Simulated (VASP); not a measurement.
# BN (Fmm2) in VASP: further runs

BN is run at these levels: LDA, PBEsol; tasks: single point.

All numbers are computed with VASP 6.6.1; they aren't measurements. Logs are shortened: lines on timing, memory, paths and dates and some standing lists are left out, and cuts for length are marked.

## 1. The cell of the first run

It takes space group Fmm2 (No. 42, orthorhombic). Conventional cell: a = 2.452 Å, b = 6.848 Å, c = 4.244 Å, α = 90.00°, β = 90.00°, γ = 90.00°. Within 1.9 Å of N (site symmetry mm2) lie 3 B at 1.41 to 1.42 Å. B (site symmetry mm2) has 3 N at 1.41 to 1.42 Å within 1.9 Å.

## 2. Single point, LDA

INCAR reads:

```
PREC = Accurate ; ENCUT = 520
EDIFF = 1E-6 ; ISMEAR = -1
SIGMA = 0.05 ; LREAL = False
LASPH = True ; NELM = 100
ALGO = Normal ; ISIF = 2
LWAVE = False ; LCHARG = False
GGA = CA ; NBANDS = 11
```

KPOINTS reads:

```
Automatic mesh
0
Gamma
  13 13 13
```

POSCAR reads:

```
BN
1.0
    0.0000000000      3.4239628326      2.1218728889
    1.2260814184      0.0000000000      2.1218728889
    1.2260814184      3.4239628326      0.0000000000
N B
1 1
Direct
    0.6666513400      0.6666513400      0.3333486600
    0.0000486500      0.0000486500      0.9999513500
```

Potentials or basis: VASP PAW LDA potentials, release 64 (N, B).

On the command line:

```sh
$ cat potpaw_LDA.64/N/POTCAR potpaw_LDA.64/B/POTCAR > POTCAR
$ mpirun -np 1 vasp_std > vasp.out
```

OUTCAR:

```text
PREC = Accurate
   ENCUT = 520
   EDIFF = 1E-6
   ISMEAR = -1
   LREAL = False
   LASPH = True
   NELM = 100
   ISIF = 2
   GGA = CA

 ion  position               nearest neighbor table
   1  0.667  0.667  0.333-   2 1.41   2 1.42   2 1.42
   2  0.000  0.000  1.000-   1 1.41   1 1.42   1 1.42

  LATTYP: Found a face centered orthorhombic cell.
 ALAT       =     2.4521628368
 B/A-ratio  =     1.7306133647
 C/A-ratio  =     2.7926064136

  Lattice vectors:

 A1 = (  -0.0000000000,   3.4239628326,   2.1218728889)
 A2 = (  -1.2260814184,   3.4239628326,   0.0000000000)
 A3 = (  -1.2260814184,   0.0000000000,   2.1218728889)

Analysis of symmetry for initial positions (statically):
=====================================================================
 Subroutine PRICEL returns:
 Original cell was already a primitive cell.

 Routine SETGRP: Setting up the symmetry group for a
 face centered orthorhombic supercell.

 Subroutine GETGRP returns: Found  4 space group operations
 (whereof  4 operations were pure point group operations)
 out of a pool of  8 trial point group operations.

The static configuration has the point symmetry C_2v.

Analysis of symmetry for dynamics (positions and initial velocities):
=====================================================================
 Subroutine PRICEL returns:
 Original cell was already a primitive cell.

 Routine SETGRP: Setting up the symmetry group for a
 face centered orthorhombic supercell.

 Subroutine GETGRP returns: Found  4 space group operations
 (whereof  4 operations were pure point group operations)
 out of a pool of  8 trial point group operations.

The dynamic configuration has the point symmetry C_2v.

 Subroutine INISYM returns: Found  4 space group operations
 (whereof  4 operations are pure point group operations),
 and found     1 'primitive' translations

----------------------------------------------------------------------------------------

                                     Primitive cell

  volume of cell :      17.8155

  direct lattice vectors                    reciprocal lattice vectors
     0.000000000  3.423962833  2.121872889    -0.407803260  0.146029623  0.235640882
     1.226081418  0.000000000  2.121872889     0.407803260 -0.146029623  0.235640882
     1.226081418  3.423962833  0.000000000     0.407803260  0.146029623 -0.235640882

  length of vectors
     4.028134312  2.450636693  3.636866388     0.493107266  0.493107266  0.493107266

  position of ions in fractional coordinates (direct lattice)
     0.666651340  0.666651340  0.333348660
[... 81 lines left out ...]
   NSW    =      0    number of steps for IOM
   IBRION =     -1    ionic relax: 0-MD 1-quasi-New 2-CG
   NFREE  =      0    steps in history (QN), initial steepest desc. (CG)
   ISIF   =      2    stress and relaxation
   ISYM   =      2    0-nonsym 1-usesym 2-fastsym
   POTIM  = 0.5000    time-step for ionic-motion
   TEBEG  =    0.0;   TEEND  =   0.0 temperature during run
   PSTRESS=    0.0 pullay stress
   NELECT =       8.0000    total number of electrons
   NUPDOWN=      -1.0000    fix difference up-down
   EMIN   =  10.00;   EMAX   =-10.00  energy-range for DOS
   EFERMI =   0.00;   METHOD = LEGACY
   ISMEAR =    -1;   SIGMA  =   0.05  broadening in eV -4-tet -1-fermi 0-gaus
   EFERMI_NEDOS =   21; number of points for ismear=-14 and -15
   IALGO  =     38    algorithm
   IMIX   =      4    mixing-type and parameters
     AMIX     =   0.40;   BMIX     =  1.00
     AMIX_MAG =   1.60;   BMIX_MAG =  1.00
  volume/ion in A,a.u.               =       8.91        60.11
  Fermi-wavevector in a.u.,A,eV,Ry     =   1.253638  2.369033 21.383039  1.571609
  Thomas-Fermi vector in A             =   2.387482
   LORBIT       =      0    0 simple, 1 ext, 2 COOP (PROOUT), +10 PAW based schemes
   GGA     = CA    functional components
   LHFCALC =     F    Hartree Fock is set to
   AEXX    =    0.0000 exact exchange contribution
   IVDW    =     0    specifies the selected vdW correction
   LEPSILON=     F    determine dielectric tensor
   LRPA    =     F    only Hartree local field effects (RPA)
 non-spin polarized calculation
  energy-cutoff  :      520.00
  volume of cell :       17.82
 maximum number of plane-waves:       499
 NGX is ok and might be reduce to    30
   NGX = 15   NGY =  9   NGZ = 13

 number of electron       8.0000000 magnetization

 Free energy of the ion-electron system (eV)
  ---------------------------------------------------
  ext. energy  EPLUGINS =         0.00000000
  ---------------------------------------------------
  free energy    TOTEN  =       -19.25255125 eV

  energy without entropy =      -19.25255125  energy(sigma->0) =      -19.25255125

 E-fermi :   3.2976     XC(G=0): -10.4618

 val. band max:        2.2910917016   @ k =   0.4615  -0.3846   0.1538
 cond. band min:       6.0144255986   @ k =   0.0000   0.4615   0.4615
 fundamental gap:      3.7233338971
 Fermi energy:         3.2976207473

 k-point     1 :       0.0000    0.0000    0.0000
  band No.  band energies     occupation
      1     -15.7684      2.00000
      2      -2.4883      2.00000
      3       0.9186      2.00000
      4       0.9271      2.00000
      5       6.8577      0.00000
      6      14.1873      0.00000
      7      14.2550      0.00000
      8      15.8410      0.00000
      9      17.9692      0.00000
     10      28.6748      0.00000
     11      29.6150      0.00000
[... 309 lines left out ...]
 k-point    24 :       0.4615    0.1538    0.0000
  band No.  band energies     occupation
      1     -12.8170      2.00000
      2      -5.6423      2.00000
      3      -2.9223      2.00000
      4       0.8313      2.00000
      5       8.2282      0.00000
      6      12.5998      0.00000
      7      15.4056      0.00000
      8      18.1976      0.00000
      9      20.4894      0.00000
     10      24.3492      0.00000
     11      25.6925      0.00000

 [... further k-points ...]
[... 5 lines left out ...]
  --------------------------------------------------------------------------------------
  -------------------------------------------------------------------------------------
  Total        2.0212874     -0.1208527      2.0236804      0.0000000      0.0000000      0.0000000
  in kB      181.7778437    -10.8684925    181.9930507      0.0000000      0.0000000      0.0000000
  external PRESSURE =     117.6341340 kB  Pullay stress =       0.0000000 kB

 VOLUME and BASIS-vectors are now :
 -----------------------------------------------------------------------------
  energy-cutoff  :      520.00
  volume of cell :       17.82
      direct lattice vectors                 reciprocal lattice vectors
     0.000000000  3.423962833  2.121872889    -0.407803260  0.146029623  0.235640882
     1.226081418  0.000000000  2.121872889     0.407803260 -0.146029623  0.235640882
     1.226081418  3.423962833  0.000000000     0.407803260  0.146029623 -0.235640882

 POSITION                                       TOTAL-FORCE (eV/Angst)
 -----------------------------------------------------------------------------------
      1.22608      3.42396      2.82910         0.000000      0.000000     -0.013510
      1.22608      3.42396      0.00021         0.000000      0.000000      0.013510
 -----------------------------------------------------------------------------------
    total drift:                                0.000001     -0.000002      0.000005

  FREE ENERGIE OF THE ION-ELECTRON SYSTEM (eV)
  ---------------------------------------------------
  free  energy   TOTEN  =       -19.2525512532 eV

  energy  without entropy=      -19.2525512532  energy(sigma->0) =      -19.25255125
```

OSZICAR:

```text
N       E                     dE             d eps       ncg     rms          rms(c)
DAV:   1     0.114278729191E+02    0.11428E+02   -0.46732E+03  7746   0.682E+02
DAV:   2    -0.208524976482E+02   -0.32280E+02   -0.31174E+02  8908   0.153E+02
DAV:   3    -0.215156704870E+02   -0.66317E+00   -0.66221E+00  9250   0.196E+01
DAV:   4    -0.215173855775E+02   -0.17151E-02   -0.17151E-02  8385   0.119E+00
DAV:   5    -0.215173935978E+02   -0.80202E-05   -0.80202E-05  9193   0.691E-02    0.822E+00
DAV:   6    -0.195569900138E+02    0.19604E+01   -0.59193E+00  8074   0.136E+01    0.367E+00
DAV:   7    -0.193168881078E+02    0.24010E+00   -0.26296E-01  8853   0.353E+00    0.217E+00
DAV:   8    -0.192529422772E+02    0.63946E-01   -0.16007E-01  8764   0.239E+00    0.255E-01
DAV:   9    -0.192525510032E+02    0.39127E-03   -0.25705E-03  8311   0.419E-01    0.144E-01
DAV:  10    -0.192525482660E+02    0.27372E-05   -0.19366E-04  8841   0.121E-01    0.215E-02
DAV:  11    -0.192525516970E+02   -0.34310E-05   -0.13513E-05  8811   0.242E-02    0.151E-02
DAV:  12    -0.192525512532E+02    0.44380E-06   -0.31852E-06  8362   0.113E-02
   1 F= -.19252551E+02 E0= -.19252551E+02  d E =-.242033E-10
```

stdout:

```text
POSCAR found type information on POSCAR N B
 POSCAR found :  2 types and       2 ions
 scaLAPACK will be used
 LDA part: xc-table for (Slater(with rela. corr.)+CA(PZ))
 , standard interpolation
 POSCAR, INCAR and KPOINTS ok, starting setup
 FFT: planning ... GRIDC
 FFT: planning ... GRID_SOFT
 FFT: planning ... GRID
 WAVECAR not read
 entering main loop
```

Run time: 2.5 min. Hardware: 1 thread of AMD EPYC 7R13, shared host; peak memory 0.14 GiB.

Results:

- Free energy: -19.2526 eV
- Pressure: 11.8 GPa
- Largest force: 0.014 eV/Å
- Band gap on the k mesh: 3.72 eV, indirect (least direct gap 4.65 eV)

Forces on the atoms (eV/Å):
```
N    0.000  0.000 -0.014
B    0.000  0.000  0.014
```

Levels at points of the mesh, in eV from the valence-band top:
```tsv
k point	band 2	band 3	band 4	band 5	band 6	band 7
(0.00, 0.00, 0.00)	-4.78	-1.37	-1.36	4.57	11.90	11.96
```

## 3. Single point, PBEsol

INCAR reads:

```
SYSTEM = BN
  PREC = Accurate
  ENCUT = 520
  EDIFF = 1E-6
  ISMEAR = -1
  SIGMA = 0.05
  LREAL = .FALSE.
  LASPH = .TRUE.
  NELM = 60
  ALGO = Normal
  ISIF = 2
  LWAVE = .FALSE.
  LCHARG = .TRUE.
  GGA = PS
  LELF = .TRUE.
  LVHAR = .TRUE.
  NBANDS = 11
```

KPOINTS reads:

```
Automatic mesh
0
G
  13 13 13
  0 0 0
```

POSCAR is that of step 2.

Potentials or basis: VASP PAW PBE potentials, release 64 (N, B).

On the command line:

```sh
$ cat potpaw_PBE.64/N/POTCAR potpaw_PBE.64/B/POTCAR > POTCAR
$ mpirun -np 1 vasp_std > vasp.out
```

Run time: 2.6 min. Hardware: 1 thread of AMD EPYC 7R13, shared host; peak memory 0.15 GiB.

It converged, with:

```yaml
Free_energy: -18.2217 eV
Pressure: 16.9 GPa
Largest_force: 0.013 eV/Å
Band_gap_on_the_k_mesh: 3.82 eV, indirect (least direct gap 4.73 eV)
```

Forces on the atoms (eV/Å):
```
N    0.000  0.000 -0.013
B    0.000  0.000  0.013
```

Stress tensor (GPa, compression positive):
```
25.18  0.00  0.00
 0.00  0.37  0.00
 0.00  0.00 25.20
```

Levels at points of the mesh, in eV from the valence-band top:
```csv
k point,band 1,band 2,band 3,band 4,band 5,band 6,band 7,band 8,band 9
"(0.00, 0.00, 0.00)",-18.23,-4.77,-1.33,-1.32,4.73,11.98,12.04,13.70,15.59
```

Caveat: the PAW data sets were made with another functional, which shifts forces and pressure a little.

## 4. Single point, LDA

This run uses another cell than the first one, of 9.10 Å³/atom, 1.021 times its volume.

INCAR reads:

```
ALGO     = Normal         # electronic algorithm
EDIFF    = 1E-7           # SCF threshold, eV
ENCUT    = 520            # plane-wave cutoff, eV
ISIF     = 2              # what is computed and relaxed
ISMEAR   = -1             # smearing method
LASPH    = T              # aspherical terms in the spheres
LCHARG   = F              # write CHGCAR
LREAL    = F              # projectors in reciprocal space
LWAVE    = F              # write WAVECAR
NBANDS   = 11             # bands
NELM     = 100            # most SCF steps
PREC     = Accurate       # precision mode
SIGMA    = 0.05           # smearing width, eV
```

KPOINTS reads:

```
k-points
0
Gamma
  13 13 13
```

POSCAR reads:

```
BN
1.0
    0.0000000000      3.4480760414      2.1368161481
    1.2347160791      0.0000000000      2.1368161481
    1.2347160791      3.4480760414      0.0000000000
N B
1 1
Direct
    0.6666513400      0.6666513400      0.3333486600
    0.0000486500      0.0000486500      0.9999513500
```

Potentials or basis: VASP PAW LDA potentials, release 64 (N, B).

On the command line:

```sh
$ cat potpaw_LDA.64/N/POTCAR potpaw_LDA.64/B/POTCAR > POTCAR
$ mpirun -np 1 vasp_std > vasp.out
```

OUTCAR:

```text
EDIFF = 1E-7
   ENCUT = 520
   ISIF = 2
   ISMEAR = -1
   LASPH = T
   LREAL = F
   NELM = 100
   PREC = Accurate

 ion  position               nearest neighbor table
   1  0.667  0.667  0.333-   2 1.42   2 1.43   2 1.43
   2  0.000  0.000  1.000-   1 1.42   1 1.43   1 1.43

  LATTYP: Found a face centered orthorhombic cell.
 ALAT       =     2.4694321582
 B/A-ratio  =     1.7306133647
 C/A-ratio  =     2.7926064135

  Lattice vectors:

 A1 = (  -0.0000000000,   3.4480760414,   2.1368161481)
 A2 = (  -1.2347160791,   3.4480760414,   0.0000000000)
 A3 = (  -1.2347160791,   0.0000000000,   2.1368161481)

Analysis of symmetry for initial positions (statically):
=====================================================================
 Subroutine PRICEL returns:
 Original cell was already a primitive cell.

 Routine SETGRP: Setting up the symmetry group for a
 face centered orthorhombic supercell.

 Subroutine GETGRP returns: Found  4 space group operations
 (whereof  4 operations were pure point group operations)
 out of a pool of  8 trial point group operations.

The static configuration has the point symmetry C_2v.

Analysis of symmetry for dynamics (positions and initial velocities):
=====================================================================
 Subroutine PRICEL returns:
 Original cell was already a primitive cell.

 Routine SETGRP: Setting up the symmetry group for a
 face centered orthorhombic supercell.

 Subroutine GETGRP returns: Found  4 space group operations
 (whereof  4 operations were pure point group operations)
 out of a pool of  8 trial point group operations.

The dynamic configuration has the point symmetry C_2v.

 Subroutine INISYM returns: Found  4 space group operations
 (whereof  4 operations are pure point group operations),
 and found     1 'primitive' translations

[... 117 lines left out ...]
  Thomas-Fermi vector in A             =   2.379119
   LORBIT       =      0    0 simple, 1 ext, 2 COOP (PROOUT), +10 PAW based schemes
   GGA     = CA    functional components
   LHFCALC =     F    Hartree Fock is set to
   AEXX    =    0.0000 exact exchange contribution
   IVDW    =     0    specifies the selected vdW correction
   LEPSILON=     F    determine dielectric tensor
   LRPA    =     F    only Hartree local field effects (RPA)
 non-spin polarized calculation
  energy-cutoff  :      520.00
  volume of cell :       18.19
 maximum number of plane-waves:       505
   NGX = 15   NGY =  9   NGZ = 13

 number of electron       8.0000001 magnetization

 Free energy of the ion-electron system (eV)
  ---------------------------------------------------
  ext. energy  EPLUGINS =         0.00000000
  ---------------------------------------------------
  free energy    TOTEN  =       -19.27392460 eV

  energy without entropy =      -19.27392460  energy(sigma->0) =      -19.27392460

 E-fermi :   3.0825     XC(G=0): -10.3743

 val. band max:        2.1373975358   @ k =   0.4615  -0.3846   0.1538
 cond. band min:       5.8518416755   @ k =   0.0000   0.4615   0.4615
 fundamental gap:      3.7144441397
 Fermi energy:         3.0824606466

 k-point     1 :       0.0000    0.0000    0.0000
  band No.  band energies     occupation
      1     -15.7848      2.00000
      2      -2.5504      2.00000
      3       0.7421      2.00000
      4       0.7502      2.00000
      5       6.6856      0.00000
      6      13.8586      0.00000
      7      13.9241      0.00000
      8      15.4275      0.00000
      9      17.4056      0.00000
     10      28.1510      0.00000
     11      29.1031      0.00000
[... 309 lines left out ...]
 k-point    24 :       0.4615    0.1538   -0.0000
  band No.  band energies     occupation
      1     -12.8885      2.00000
      2      -5.7274      2.00000
      3      -3.0377      2.00000
      4       0.7110      2.00000
      5       8.0070      0.00000
      6      12.3334      0.00000
      7      15.0441      0.00000
      8      17.8876      0.00000
      9      20.0190      0.00000
     10      23.8398      0.00000
     11      25.2493      0.00000

 [... further k-points ...]

------------------------ aborting loop because EDIFF is reached ----------------------------------------

  FORCE on cell =-STRESS in cart. coord.  units (eV):
  Direction    XX          YY          ZZ          XY          YZ          ZX
  --------------------------------------------------------------------------------------
  -------------------------------------------------------------------------------------
  Total        1.1012174     -0.1319948      1.1047667      0.0000000      0.0000000      0.0000000
  in kB       96.9711522    -11.6232129     97.2836982      0.0000000      0.0000000      0.0000000
  external PRESSURE =      60.8772125 kB  Pullay stress =       0.0000000 kB

 VOLUME and BASIS-vectors are now :
 -----------------------------------------------------------------------------
  energy-cutoff  :      520.00
  volume of cell :       18.19
      direct lattice vectors                 reciprocal lattice vectors
     0.000000000  3.448076041  2.136816148    -0.404951396  0.145008403  0.233992990
     1.234716079  0.000000000  2.136816148     0.404951396 -0.145008403  0.233992990
     1.234716079  3.448076041  0.000000000     0.404951396  0.145008403 -0.233992990

 POSITION                                       TOTAL-FORCE (eV/Angst)
 -----------------------------------------------------------------------------------
      1.23472      3.44808      2.84902         0.000000      0.000000     -0.012490
      1.23472      3.44808      0.00021         0.000000      0.000000      0.012490
 -----------------------------------------------------------------------------------
    total drift:                                0.000002      0.000002     -0.000003

  FREE ENERGIE OF THE ION-ELECTRON SYSTEM (eV)
  ---------------------------------------------------
  free  energy   TOTEN  =       -19.2739245993 eV

  energy  without entropy=      -19.2739245992  energy(sigma->0) =      -19.27392460
```

Run time: 2.7 min. Hardware: 1 thread of AMD EPYC 7R13, shared host; peak memory 0.14 GiB.

Results:

* Free energy: -19.2739 eV
* Pressure: 6.1 GPa
* Largest force: 0.012 eV/Å
* Band gap on the k mesh: 3.71 eV, indirect (least direct gap 4.60 eV)

Forces on the atoms (eV/Å):
```
N    0.000  0.000 -0.012
B    0.000  0.000  0.012
```

Levels at points of the mesh, in eV from the valence-band top:
```
           k point  band 2  band 3  band 4  band 5  band 6  band 7
(0.00, 0.00, 0.00)   -4.69   -1.40   -1.39    4.55   11.72   11.79
```

A k mesh can miss the band edges. As with any semilocal functional, this LDA gap is likely too small.

## 5. The runs side by side

| level | potentials or basis | cell | gap on the mesh (eV) | pressure (GPa) | largest force (eV/Å) |
| --- | --- | --- | --- | --- | --- |
| LDA | VASP PAW LDA potentials, release 64 (N, B) | a = 4.028, b = 2.451, c = 3.637 Å, angles 80.3, 36.8, 62.9°, 2 atoms | 3.72 | 11.8 | 0.01 |
| PBEsol | VASP PAW PBE potentials, release 64 (N, B) | a = 4.028, b = 2.451, c = 3.637 Å, angles 80.3, 36.8, 62.9°, 2 atoms | 3.82 | 16.9 | 0.01 |
| LDA | VASP PAW LDA potentials, release 64 (N, B) | a = 4.057, b = 2.468, c = 3.662 Å, angles 80.3, 36.8, 62.9°, 2 atoms | 3.71 | 6.1 | 0.01 |

Alike in all rows: task single point; no spin polarisation; k mesh 13 × 13 × 13; cutoff (eV) 520; smearing fermi-dirac 0.05 eV.

Caveats: the PAW data sets were made with another functional, which shifts forces and pressure a little (some runs).

Total energies depend on the potentials used, so only differences within one code and one set of settings carry meaning.
